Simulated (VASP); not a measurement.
Set up this calculation in VASP 6.6.1, as the native input.

```
Task                   : single point
Functional             : PBE
Dispersion             : D3(BJ)
Potentials or basis    : VASP PAW PBE potentials, release 64 (O)
Cutoff                 : 520 eV
k mesh                 : 1 × 1 × 1
Occupations            : fermi-dirac, width 0.05 eV
Spin                   : collinear spin, ferromagnetic start
Starting moments       : [0.56, 0.56, 0.56, 0.56, 0.56, 0.56, 0.56, 0.56, 0.56, 0.56, 0.56, 0.56] μB
Dipole correction      : no
Further INCAR settings : ALGO = Normal; EDIFF = 1e-06; NBANDS = 52
```

The structure of O lies in POSCAR:

```
O
1.0
    7.1569970000      0.0000000000      0.0000000000
    0.0000000000      7.1569970000      0.0000000000
    0.0000000000      0.0000000000      7.1569970000
O
12
Direct
    0.1093335655      0.1958642710      0.7431887983
   -0.0029621362      0.0914629418      0.6684367759
    0.4569793728      0.8668020959      0.1422803447
    0.6171722581      0.8195616122      0.1745564515
    0.5004333521      0.8447118254      0.6901218486
    0.4186672148      0.6953055870      0.7368313833
    0.0676261287      0.2885428064      0.2110661776
    0.0690233627      0.1225653720      0.2471707058
    0.5739977256      0.2197010841      0.7833732500
    0.7236694385      0.2180244033      0.8681015236
    0.8144756802      0.6717342483      0.7153000064
    0.7527598517      0.5927346344      0.5756185171
```

These files were run (other wordings do the same):

INCAR

```
SYSTEM = O
PREC = Accurate ; ENCUT = 520
EDIFF = 1E-6 ; ISMEAR = -1
SIGMA = 0.05 ; LREAL = .FALSE.
LASPH = .TRUE. ; NELM = 150
ALGO = Normal ; ISIF = 2
LWAVE = .FALSE. ; LCHARG = .FALSE.
ISPIN = 2 ; MAGMOM = 0.56 0.56 0.56 0.56 0.56 0.56 0.56 0.56 0.56 0.56 0.56 0.56
LORBIT = 11 ; GGA = PE
IVDW = 12 ; NBANDS = 52
```

KPOINTS

```
regular mesh
0
G
  1 1 1
  0 0 0
```

Potentials or basis: VASP PAW PBE potentials, release 64 (O).

Launch:

```sh
$ cat potpaw_PBE.64/O/POTCAR > POTCAR
$ mpirun -np 1 vasp_gam > vasp.out
```

It gave:

| Item | Value |
| --- | --- |
| Pressure | 0.5 GPa |
| Largest force | 2.145 eV/Å |
| Band gap on the k mesh | 1.56 eV |
| Net moment | 12.00 μB per cell |
| Site moments | O +0.80, +0.82, +0.81 μB |
| Valence electrons inside the program's atomic spheres | O 4.91, 4.85, 4.89, 4.90 |
| Dispersion energy per atom | -0.024 eV |

Caveat: the k points lie up to 0.88 Å⁻¹ apart; the standard files for N, O and F lose accuracy on very short bonds.

It took 87 s on 1 thread of Oxide Virtual Turin-like Processor, on a shared host, peak memory 0.43 GiB.
